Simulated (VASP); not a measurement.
Write the native input for VASP 6.6.1 that does the following.

```yaml
Task: single point
Functional: PBEsol
Potentials_or_basis: VASP PAW PBE potentials, release 64 (Al, H)
Cutoff: 520 eV
k_mesh: 3 × 3 × 1
Occupations: fermi-dirac, width 0.15 eV
Spin: no spin polarisation
Dipole_correction: no
Further_INCAR_settings: LREAL = Auto; ALGO = Normal; EDIFF = 1e-07; NBANDS = 40
```

The structure of Al8H lies in POSCAR:

```
Al8H
1.0
    5.7275650000      0.0000000000      0.0000000000
    0.0000000000      5.7275650000      0.0000000000
    0.0000000000      0.0000000000     21.0750000000
Al H
16 2
Direct
    0.2500015277      0.2500015277      0.0474495848
    0.7500045831      0.2500015277      0.0474495848
    0.2500015277      0.7500045831      0.0474495848
    0.7500045831      0.7500045831      0.0474495848
   -0.0000523783      0.0000349189      0.1401281139
    0.5000554337     -0.0000349189      0.1401281139
    0.0000523783      0.4999681365      0.1401281139
    0.4999855960      0.5000030554      0.1401755635
    0.2499666088      0.2501237437      0.2413285884
    0.7499871237      0.2499840683      0.2413143535
    0.2500713654      0.7498998265      0.2413238434
    0.7498998265      0.7500395020      0.2413238434
   -0.0001745943      0.0001047566      0.3327449585
    0.5002474874     -0.0000523783      0.3328208778
    0.0000523783      0.4998284611      0.3328303677
    0.4998633800      0.5001078120      0.3328540925
    0.0241813057      0.0061806370      0.4686500593
    0.1194573959     -0.0854464332      0.4668849348
```

These files were run (other wordings do the same):

INCAR

```
SYSTEM = Al8H
PREC = Accurate ; ENCUT = 520
EDIFF = 1E-7 ; ISMEAR = -1
SIGMA = 0.15 ; LREAL = Auto
LASPH = .TRUE. ; NELM = 100
ALGO = Normal ; ISIF = 2
LWAVE = .FALSE. ; LCHARG = .TRUE.
GGA = PS ; LELF = .TRUE.
LVHAR = .TRUE. ; NBANDS = 40
```

KPOINTS

```
regular mesh
0
G
  3 3 1
  0 0 0
```

Potentials or basis: VASP PAW PBE potentials, release 64 (Al, H).

Run with:

```console
$ cat potpaw_PBE.64/Al/POTCAR potpaw_PBE.64/H/POTCAR > POTCAR
$ mpirun -np 1 vasp_std > vasp.out
```

It gave:

- Largest force: 0.296 eV/Å
- Band gap on the k mesh: 0.01 eV

Caveat: the smearing spreads over this small gap; there is no dipole correction, which matters where the two faces differ; the PAW data sets were made with another functional, which shifts forces and pressure a little.

It took 8.4 min on 1 thread of AMD EPYC 7R13 Processor (Zen 3), on a shared host, peak memory 0.68 GiB.
